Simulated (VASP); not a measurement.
## CeO2: density of states with PBE+U

Crystal: CeO2.

```
CELL_PARAMETERS angstrom
0.00000 2.70365 2.70365
2.70365 0.00000 2.70365
2.70365 2.70365 0.00000
ATOMIC_POSITIONS crystal
Ce 0.00000 0.00000 0.00000
O 0.25000 0.25000 0.25000
O 0.75000 0.75000 0.75000
```

```
Program                 : VASP 6.6.1
Task                    : density of states
Functional              : PBE
Potentials or basis     : VASP PAW PBE potentials, release 64 (Ce, O)
Cutoff                  : 520 eV
k mesh                  : 7 × 7 × 7
Occupations             : fermi-dirac, width 0.01 eV
Spin                    : collinear spin, ferromagnetic start
Starting moments        : [1.3, 0.0, 0.0] μB
Hubbard terms           : Ce f U = 4.0 eV
Dipole correction       : no
k mesh for the DOS      : 11 × 11 × 11
Occupations for the DOS : tetrahedron
Further INCAR settings  : ALGO = Normal; EDIFF = 1e-07
```

The net moment is 0.00 μB per cell and the valence electrons inside the program's atomic spheres are Ce 9.57; O 5.04.

Levels at points of the mesh, in eV from the valence-band top:
Spin up:
| k point | band 8 | band 9 | band 10 | band 11 | band 12 | band 13 | band 14 | band 15 | band 16 | band 17 |
| --- | --- | --- | --- | --- | --- | --- | --- | --- | --- | --- |
| (0.00, 0.00, 0.00) | -4.03 | -4.03 | -0.51 | -0.51 | -0.51 | 2.61 | 2.82 | 2.82 | 2.82 | 3.27 |
Spin down:
| k point | band 9 | band 10 | band 11 | band 12 | band 13 | band 14 | band 15 | band 16 |
| --- | --- | --- | --- | --- | --- | --- | --- | --- |
| (0.00, 0.00, 0.00) | -4.03 | -0.51 | -0.51 | -0.51 | 2.61 | 2.82 | 2.82 | 2.82 |

Eigenvalues of the final occupation matrices:
| site | spin | trace | eigenvalues |
| --- | --- | --- | --- |
| site 1 f | 1 | 0.39 | 0.03 0.03 0.03 0.05 0.05 0.05 0.15 |
| site 1 f | 2 | 0.39 | 0.03 0.03 0.03 0.05 0.05 0.05 0.15 |

Run time: 2.2 min on 1 thread of AMD EPYC 7R43 64-Core Processor (Zen 3) (shared host), peak memory 0.19 GiB.

Caveat: the magnetic or orbital state may not be the lowest; spin-orbit coupling is left out, which moves the levels of the heavy elements. The state reached can hang on the start; a lower one may exist.
